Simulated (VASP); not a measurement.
# HfC (Fm-3m) in VASP: settings compared

The runs below take HfC through single point, with BLYP, r2SCAN.

Program: VASP 6.6.1. These are calculated values, not measurements. Logs are shortened: lines on timing, memory, paths and dates and some standing lists are left out, and cuts for length are marked.

### Step 1. The cell of the first run

The structure is cubic, space group Fm-3m (No. 225). The conventional cell has a = 4.731 Å, b = 4.731 Å, c = 4.731 Å, α = 90.00°, β = 90.00°, γ = 90.00°. Hf (site symmetry m-3m) has 6 C at 2.37 Å within 3.1 Å. C (site symmetry m-3m) has 6 Hf at 2.37 Å within 3.1 Å.

### Step 2. Single point, BLYP (13.24 Å³/atom)

File INCAR:

```
PREC = Accurate
ENCUT = 600
EDIFF = 1E-6
ISMEAR = 0
SIGMA = 0.05
LREAL = F
LASPH = T
NELM = 120
ALGO = Normal
ISIF = 2
LWAVE = F
LCHARG = F
GGA = B5
ALDAX = 1.0
AGGAX = 1.0
AGGAC = 1.0
ALDAC = 0.0
NBANDS = 14
GGA_COMPAT = F
```

File KPOINTS:

```
Automatic mesh
0
Gamma
  8 8 8
```

File POSCAR:

```
HfC
1.0
    0.0000000000      2.3655250198      2.3655250198
    2.3655250198      0.0000000000      2.3655250198
    2.3655250198      2.3655250198      0.0000000000
Hf C
1 1
Direct
    0.5000000000      0.5000000000      0.5000000000
    0.0000000000      0.0000000000      0.0000000000
```

Potentials or basis: VASP PAW PBE potentials, release 64 (Hf_pv, C).

Run with:

```
cat potpaw_PBE.64/Hf_pv/POTCAR potpaw_PBE.64/C/POTCAR > POTCAR
mpirun -np 1 vasp_std > vasp.out
```

OUTCAR:

```text
PREC = Accurate
   ENCUT = 600
   EDIFF = 1E-6
   ISMEAR = 0
   LREAL = F
   LASPH = T
   NELM = 120
   ISIF = 2
   GGA = B5

 ion  position               nearest neighbor table
   1  0.500  0.500  0.500-   2 2.37   2 2.37   2 2.37   2 2.37   2 2.37   2 2.37
   2  0.000  0.000  0.000-   1 2.37   1 2.37   1 2.37   1 2.37   1 2.37   1 2.37

  LATTYP: Found a face centered cubic cell.
 ALAT       =     4.7310500396

  Lattice vectors:

 A1 = (   0.0000000000,   2.3655250198,   2.3655250198)
 A2 = (   2.3655250198,   0.0000000000,   2.3655250198)
 A3 = (   2.3655250198,   2.3655250198,   0.0000000000)

Analysis of symmetry for initial positions (statically):
=====================================================================
 Subroutine PRICEL returns:
 Original cell was already a primitive cell.

 Routine SETGRP: Setting up the symmetry group for a
 face centered cubic supercell.

 Subroutine GETGRP returns: Found 48 space group operations
 (whereof 48 operations were pure point group operations)
 out of a pool of 48 trial point group operations.

The static configuration has the point symmetry O_h .

Analysis of symmetry for dynamics (positions and initial velocities):
=====================================================================
 Subroutine PRICEL returns:
 Original cell was already a primitive cell.

 Routine SETGRP: Setting up the symmetry group for a
 face centered cubic supercell.

 Subroutine GETGRP returns: Found 48 space group operations
 (whereof 48 operations were pure point group operations)
 out of a pool of 48 trial point group operations.

The dynamic configuration has the point symmetry O_h .

 Subroutine INISYM returns: Found 48 space group operations
 (whereof 48 operations are pure point group operations),
 and found     1 'primitive' translations

----------------------------------------------------------------------------------------

                                     Primitive cell

  volume of cell :      26.4736

  direct lattice vectors                    reciprocal lattice vectors
     0.000000000  2.365525020  2.365525020    -0.211369567  0.211369567  0.211369567
     2.365525020  0.000000000  2.365525020     0.211369567 -0.211369567  0.211369567
     2.365525020  2.365525020  0.000000000     0.211369567  0.211369567 -0.211369567

  length of vectors
     3.345357565  3.345357565  3.345357565     0.366102830  0.366102830  0.366102830

  position of ions in fractional coordinates (direct lattice)
     0.500000000  0.500000000  0.500000000
     0.000000000  0.000000000  0.000000000

  ion indices of the primitive-cell ions
   primitive index   ion index
[... 87 lines left out ...]
   EMIN   =  10.00;   EMAX   =-10.00  energy-range for DOS
   EFERMI =   0.00;   METHOD = LEGACY
   ISMEAR =     0;   SIGMA  =   0.05  broadening in eV -4-tet -1-fermi 0-gaus
   EFERMI_NEDOS =   21; number of points for ismear=-14 and -15
   IALGO  =     38    algorithm
   IMIX   =      4    mixing-type and parameters
     AMIX     =   0.40;   BMIX     =  1.00
     AMIX_MAG =   1.60;   BMIX_MAG =  1.00
  volume/ion in A,a.u.               =      13.24        89.33
  Fermi-wavevector in a.u.,A,eV,Ry     =   1.323874  2.501759 23.846145  1.752642
  Thomas-Fermi vector in A             =   2.453450
   LORBIT       =      0    0 simple, 1 ext, 2 COOP (PROOUT), +10 PAW based schemes
   GGA     = B5    functional components
   LHFCALC =     F    Hartree Fock is set to
   AEXX    =    0.0000 exact exchange contribution
   IVDW    =     0    specifies the selected vdW correction
   LEPSILON=     F    determine dielectric tensor
   LRPA    =     F    only Hartree local field effects (RPA)
 non-spin polarized calculation
 Gauss-broadening in eV      SIGMA  =   0.05
  energy-cutoff  :      600.00
  volume of cell :       26.47
 maximum number of plane-waves:       903
   NGX = 13   NGY = 13   NGZ = 13

 number of electron      14.0000000 magnetization

 Free energy of the ion-electron system (eV)
  ---------------------------------------------------
  ext. energy  EPLUGINS =         0.00000000
  ---------------------------------------------------
  free energy    TOTEN  =       -19.13074266 eV

  energy without entropy =      -19.13044866  energy(sigma->0) =      -19.13059566

 E-fermi :   5.9916     XC(G=0): -11.3637

 val. band max:        5.9443870734   @ k =   0.5000   0.5000   0.0000
 cond. band min:       6.0513543247   @ k =   0.1250   0.1250   0.0000
 fundamental gap:      0.1069672512
 Fermi energy:         5.9915868430

 k-point     1 :       0.0000    0.0000    0.0000
  band No.  band energies     occupation
      1     -23.7694      2.00000
      2     -23.7694      2.00000
      3     -23.7694      2.00000
      4      -5.8609      2.00000
      5       7.0019      0.00000
      6       7.0019      0.00000
      7       7.0019      0.00000
      8       7.4128      0.00000
      9       7.4128      0.00000
     10       7.4128      0.00000
     11       9.2216      0.00000
     12       9.2216      0.00000
     13      12.4827      0.00000
     14      17.4302      0.00000
[... 377 lines left out ...]
      1     -24.2367      2.00000
      2     -23.9691      2.00000
      3     -23.8745      2.00000
      4      -2.9983      2.00000
      5       1.3866      2.00000
      6       3.4593      2.00000
      7       3.7005      2.00000
      8       9.7478      0.00000
      9      10.0252      0.00000
     10      11.6058      0.00000
     11      14.3970      0.00000
     12      14.9392      0.00000
     13      16.6320      0.00000
     14      18.4466      0.00000

 [... further k-points ...]

------------------------ aborting loop because EDIFF is reached ----------------------------------------

  FORCE on cell =-STRESS in cart. coord.  units (eV):
  Direction    XX          YY          ZZ          XY          YZ          ZX
  --------------------------------------------------------------------------------------
  -------------------------------------------------------------------------------------
  Total       -0.7211072     -0.7211072     -0.7211072      0.0000000      0.0000000      0.0000000
  in kB      -43.6413111    -43.6413111    -43.6413111      0.0000000      0.0000000      0.0000000
  external PRESSURE =     -43.6413111 kB  Pullay stress =       0.0000000 kB

 VOLUME and BASIS-vectors are now :
 -----------------------------------------------------------------------------
  energy-cutoff  :      600.00
  volume of cell :       26.47
      direct lattice vectors                 reciprocal lattice vectors
     0.000000000  2.365525020  2.365525020    -0.211369567  0.211369567  0.211369567
     2.365525020  0.000000000  2.365525020     0.211369567 -0.211369567  0.211369567
     2.365525020  2.365525020  0.000000000     0.211369567  0.211369567 -0.211369567

 POSITION                                       TOTAL-FORCE (eV/Angst)
 -----------------------------------------------------------------------------------
      2.36553      2.36553      2.36553        -0.000000     -0.000000     -0.000000
      0.00000      0.00000      0.00000         0.000000      0.000000      0.000000
 -----------------------------------------------------------------------------------
    total drift:                                0.000000      0.000000      0.000000

  FREE ENERGIE OF THE ION-ELECTRON SYSTEM (eV)
  ---------------------------------------------------
  free  energy   TOTEN  =       -19.1307426575 eV

  energy  without entropy=      -19.1304486567  energy(sigma->0) =      -19.13059566
```

stdout:

```text
POSCAR found type information on POSCAR HfC
 POSCAR found :  2 types and       2 ions
 scaLAPACK will be used
 -----------------------------------------------------------------------------
|                                                                             |
|                                                                             |
|     You enforced a specific xc type in the INCAR file but a different       |
|     I HOPE YOU KNOW WHAT YOU ARE DOING!                                     |
|                                                                             |
 -----------------------------------------------------------------------------

 LDA part: xc-table for (Slater(with rela. corr.)+VWN5), standard interpolation
 POSCAR, INCAR and KPOINTS ok, starting setup
 FFT: planning ... GRIDC
 FFT: planning ... GRID_SOFT
 FFT: planning ... GRID
 WAVECAR not read
 entering main loop
```

Wall time 14 s (1 thread of Intel Xeon 6975P-C (Granite Rapids), shared host); peak memory 0.16 GiB.

Results:

```yaml
Free_energy: -19.1307 eV
Pressure: -4.4 GPa
Band_gap_on_the_k_mesh: zero (bands 7 and 8 overlap by 1.27 eV)
```

Caveat: the cell stands under tension; the PAW data sets were made with another functional, which shifts forces and pressure a little; spin-orbit coupling is left out, which moves the levels of the heavy elements.

### Step 3. Single point, BLYP (13.50 Å³/atom)

This run uses another cell than the first one, of 13.50 Å³/atom.

File INCAR:

```
  AGGAC = 1.0
  AGGAX = 1.0
  ALDAC = 0.0
  ALDAX = 1.0
  ALGO = Normal
  EDIFF = 1E-6
  ENCUT = 600
  GGA = B5
  GGA_COMPAT = F
  ISIF = 2
  ISMEAR = 0
  LASPH = T
  LCHARG = T
  LELF = T
  LREAL = F
  LVHAR = T
  LWAVE = F
  NBANDS = 14
  NELM = 120
  PREC = Accurate
  SIGMA = 0.05
```

File KPOINTS:

```
k-points
0
Gamma
  8 8 8
```

File POSCAR:

```
HfC
1.0
    0.0000000000      2.3808860023      2.3808860023
    2.3808860023      0.0000000000      2.3808860023
    2.3808860023      2.3808860023      0.0000000000
Hf C
1 1
Direct
    0.5000000000      0.5000000000      0.5000000000
    0.0000000000      0.0000000000      0.0000000000
```

Potentials or basis: VASP PAW PBE potentials, release 64 (Hf_pv, C).

Run with:

```
cat potpaw_PBE.64/Hf_pv/POTCAR potpaw_PBE.64/C/POTCAR > POTCAR
mpirun -np 1 vasp_std > vasp.out
```

OUTCAR:

```text
EDIFF = 1E-6
   ENCUT = 600
   GGA = B5
   ISIF = 2
   ISMEAR = 0
   LASPH = T
   LREAL = F
   NELM = 120
   PREC = Accurate

 ion  position               nearest neighbor table
   1  0.500  0.500  0.500-   2 2.38   2 2.38   2 2.38   2 2.38   2 2.38   2 2.38
   2  0.000  0.000  0.000-   1 2.38   1 2.38   1 2.38   1 2.38   1 2.38   1 2.38

  LATTYP: Found a face centered cubic cell.
 ALAT       =     4.7617720046

  Lattice vectors:

[... 594 lines left out ...]

------------------------ aborting loop because EDIFF is reached ----------------------------------------

  FORCE on cell =-STRESS in cart. coord.  units (eV):
  Direction    XX          YY          ZZ          XY          YZ          ZX
  --------------------------------------------------------------------------------------
  -------------------------------------------------------------------------------------
  Total       -1.3824437     -1.3824437     -1.3824437     -0.0000000     -0.0000000      0.0000000
  in kB      -82.0563553    -82.0563553    -82.0563553     -0.0000000     -0.0000000      0.0000000
  external PRESSURE =     -82.0563553 kB  Pullay stress =       0.0000000 kB

 VOLUME and BASIS-vectors are now :
 -----------------------------------------------------------------------------
  energy-cutoff  :      600.00
  volume of cell :       26.99
      direct lattice vectors                 reciprocal lattice vectors
     0.000000000  2.380886002  2.380886002    -0.210005855  0.210005855  0.210005855
     2.380886002  0.000000000  2.380886002     0.210005855 -0.210005855  0.210005855
     2.380886002  2.380886002  0.000000000     0.210005855  0.210005855 -0.210005855

 POSITION                                       TOTAL-FORCE (eV/Angst)
 -----------------------------------------------------------------------------------
      2.38089      2.38089      2.38089         0.000000      0.000000      0.000000
      0.00000      0.00000      0.00000         0.000000     -0.000000     -0.000000
 -----------------------------------------------------------------------------------
    total drift:                                0.000000      0.000000      0.000000

  FREE ENERGIE OF THE ION-ELECTRON SYSTEM (eV)
  ---------------------------------------------------
  free  energy   TOTEN  =       -19.1106380877 eV

  energy  without entropy=      -19.1104527662  energy(sigma->0) =      -19.11054543
```

stdout:

```text
POSCAR found type information on POSCAR HfC
 POSCAR found :  2 types and       2 ions
 scaLAPACK will be used
 -----------------------------------------------------------------------------
|                                                                             |
|                                                                             |
|     You enforced a specific xc type in the INCAR file but a different       |
|     I HOPE YOU KNOW WHAT YOU ARE DOING!                                     |
|                                                                             |
 -----------------------------------------------------------------------------

 LDA part: xc-table for (Slater(with rela. corr.)+VWN5), standard interpolation
 POSCAR, INCAR and KPOINTS ok, starting setup
 FFT: planning ... GRIDC
 FFT: planning ... GRID_SOFT
 FFT: planning ... GRID
 WAVECAR not read
 entering main loop
```

Wall time 14 s (1 thread of Intel Xeon 6975P-C (Granite Rapids), shared host); peak memory 0.16 GiB.

Results:

```
Free energy            : -19.1106 eV
Pressure               : -8.2 GPa
Band gap on the k mesh : zero (bands 7 and 8 overlap by 1.23 eV)
```

Levels at points of the mesh, in eV from the Fermi level:
| k point | band 4 | band 5 | band 6 | band 7 | band 8 | band 9 | band 10 | band 11 |
| --- | --- | --- | --- | --- | --- | --- | --- | --- |
| (0.00, 0.00, 0.00) | -11.75 | 1.00 | 1.00 | 1.00 | 1.41 | 1.41 | 1.41 | 3.17 |
| (0.50, 0.00, 0.00) | -8.48 | -5.60 | -2.69 | -2.69 | 4.84 | 4.84 | 5.31 | 6.66 |
| (0.50, 0.50, 0.00) | -10.01 | -2.39 | -1.36 | -0.06 | -0.06 | 4.85 | 6.06 | 6.06 |

Caveat: the cell stands under tension; the PAW data sets were made with another functional, which shifts forces and pressure a little; spin-orbit coupling is left out, which moves the levels of the heavy elements.

### Step 4. Single point, r2SCAN (11.99 Å³/atom)

This run uses another cell than the first one, of 11.99 Å³/atom.

File POSCAR:

```
HfC
1.0
    0.0000000000      2.2890915825      2.2890915825
    2.2890915825      0.0000000000      2.2890915825
    2.2890915825      2.2890915825      0.0000000000
Hf C
1 1
Direct
    0.5000000000      0.5000000000      0.5000000000
    0.0000000000      0.0000000000      0.0000000000
```

File INCAR.step1:

```
SYSTEM = HfC
  ALGO = Normal
  EDIFF = 1E-5
  ENCUT = 660
  GGA = PE
  GGA_COMPAT = .False.
  ISMEAR = 0
  LASPH = .True.
  LCHARG = .False.
  LREAL = .False.
  LWAVE = .True.
  NBANDS = 14
  NELM = 120
  PREC = Accurate
  SIGMA = 0.05
```

File INCAR.step2:

```
SYSTEM = HfC
  ALGO = Normal
  EDIFF = 1E-6
  ENCUT = 660
  GGA_COMPAT = .False.
  ISIF = 2
  ISMEAR = 0
  ISTART = 1
  LASPH = .True.
  LCHARG = .False.
  LMIXTAU = .True.
  LREAL = .False.
  LWAVE = .False.
  METAGGA = R2SCAN
  NBANDS = 14
  NELM = 120
  PREC = Accurate
  SIGMA = 0.05
```

File KPOINTS:

```
k-points
0
Gamma
  8 8 8
  0 0 0
```

Run with:

```
cat potpaw_PBE.64/Hf_pv/POTCAR potpaw_PBE.64/C/POTCAR > POTCAR
cp INCAR.step1 INCAR
mpirun -np 1 vasp_std > vasp.out
cp INCAR.step2 INCAR
mpirun -np 1 vasp_std > vasp.out
```

It took 32 s on 1 thread of Intel Xeon 6975P-C (Granite Rapids), shared host; peak memory 0.17 GiB.

It converged, with:

* Free energy: -57.3150 eV
* Pressure: 9.8 GPa
* Band gap on the k mesh: zero (bands 7 and 8 overlap by 1.45 eV)

Levels at points of the mesh, in eV from the Fermi level:
```
           k point  band 5  band 6  band 7  band 8  band 9  band 10
(0.00, 0.00, 0.00)    1.11    1.11    1.11    1.73    1.73     1.73
(0.50, 0.00, 0.00)   -6.46   -3.24   -3.24    6.01    6.01     6.59
(0.50, 0.50, 0.00)   -2.68   -1.71   -0.05   -0.05    5.82     7.54
```

Caveat: the cell stands under pressure; the PAW data sets were made with another functional, which shifts forces and pressure a little; spin-orbit coupling is left out, which moves the levels of the heavy elements.

### Step 5. Single point, r2SCAN

This run uses another cell than the first one, of 12.57 Å³/atom.

File POSCAR:

```
HfC
1.0
    0.0000000000      2.3250013489      2.3250013489
    2.3250013489      0.0000000000      2.3250013489
    2.3250013489      2.3250013489      0.0000000000
Hf C
1 1
Direct
    0.5000000000      0.5000000000      0.5000000000
    0.0000000000      0.0000000000      0.0000000000
```

File INCAR.step1:

```
SYSTEM = HfC
ALGO = Normal
EDIFF = 1E-5
ENCUT = 660
GGA = PE
GGA_COMPAT = .False.
ISMEAR = 0
LASPH = .True.
LCHARG = .False.
LREAL = .False.
LWAVE = .True.
NBANDS = 14
NELM = 120
PREC = Accurate
SIGMA = 0.05
```

File INCAR.step2:

```
SYSTEM = HfC
ALGO = Normal
EDIFF = 1E-6
ENCUT = 660
GGA_COMPAT = .False.
ISIF = 2
ISMEAR = 0
ISTART = 1
LASPH = .True.
LCHARG = .False.
LMIXTAU = .True.
LREAL = .False.
LWAVE = .False.
METAGGA = R2SCAN
NBANDS = 14
NELM = 120
PREC = Accurate
SIGMA = 0.05
```

KPOINTS is that of step 4.

Run with:

```
cat potpaw_PBE.64/Hf_pv/POTCAR potpaw_PBE.64/C/POTCAR > POTCAR
cp INCAR.step1 INCAR
mpirun -np 1 vasp_std > vasp.out
cp INCAR.step2 INCAR
mpirun -np 1 vasp_std > vasp.out
```

It took 29 s on 1 thread of Intel Xeon 6975P-C (Granite Rapids), shared host; peak memory 0.17 GiB.

It converged, with:

* Free energy: -57.3403 eV
* Pressure: -2.7 GPa
* Band gap on the k mesh: zero (bands 7 and 8 overlap by 1.35 eV)

Levels at points of the mesh, in eV from the Fermi level:
| k point | band 5 | band 6 | band 7 | band 8 | band 9 | band 10 |
| --- | --- | --- | --- | --- | --- | --- |
| (0.00, 0.00, 0.00) | 1.10 | 1.10 | 1.10 | 1.73 | 1.73 | 1.73 |
| (0.50, 0.00, 0.00) | -6.22 | -3.05 | -3.05 | 5.75 | 5.75 | 6.30 |
| (0.50, 0.50, 0.00) | -2.71 | -1.52 | -0.08 | -0.08 | 5.56 | 7.17 |

Caveat: the PAW data sets were made with another functional, which shifts forces and pressure a little; spin-orbit coupling is left out, which moves the levels of the heavy elements.

### Step 6. The runs side by side

| level | cell | cutoff (eV) | gap on the mesh (eV) | pressure (GPa) |
| --- | --- | --- | --- | --- |
| BLYP | a = 3.345 Å, angles 60.0°, 2 atoms | 600 | none | -4.4 |
| BLYP | a = 3.367 Å, angles 60.0°, 2 atoms | 600 | none | -8.2 |
| r2SCAN | a = 3.237 Å, angles 60.0°, 2 atoms | 660 | none | 9.8 |
| r2SCAN | a = 3.288 Å, angles 60.0°, 2 atoms | 660 | none | -2.7 |

Alike in all rows: task single point; potentials or basis VASP PAW PBE potentials, release 64 (Hf_pv, C); no spin polarisation; k mesh 8 × 8 × 8; smearing gaussian 0.05 eV.

Caveats: the PAW data sets were made with another functional, which shifts forces and pressure a little; spin-orbit coupling is left out, which moves the levels of the heavy elements; the cell stands under tension (at least some runs); the cell stands under pressure (at least some runs).

Absolute energies hang on the potentials; compare differences alone.
